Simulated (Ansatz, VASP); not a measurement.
# Ti: VASP beside Ansatz

```
CELL_PARAMETERS angstrom
2.88630 0.00000 0.00000
-1.44315 2.49961 0.00000
0.00000 0.00000 4.57387
ATOMIC_POSITIONS crystal
Ti 0.33333 0.66667 0.25000
Ti 0.66667 0.33333 0.75000
```

Alike in both runs: functional PBE; dispersion D3(BJ); k mesh 18 × 18 × 10; occupations gaussian, width 0.1 eV; no spin polarisation.

Ansatz relaxed the structure, and its values are those at the end. VASP's run is a single point on that final structure, the one shown.

|  | VASP | Ansatz |
| --- | --- | --- |
| version | VASP 6.6.1 | Ansatz 0.2.0 |
| potentials or method | VASP PAW PBE potentials, release 64 (Ti_sv), cutoff 520 eV | scalar-relativistic, plane waves, PAW |
| valence electrons in the cell | 24 | 24 |

Ansatz gave:

```
gap on the k mesh at the Fermi level (eV) : none
pressure (GPa)                            : 0.0
```

Q: What did VASP give for the same quantities?

A: gap on the k mesh at the Fermi level (eV): none; pressure (GPa): -0.3.

A gap of «none» marks a metal or a gap that the smearing closes.
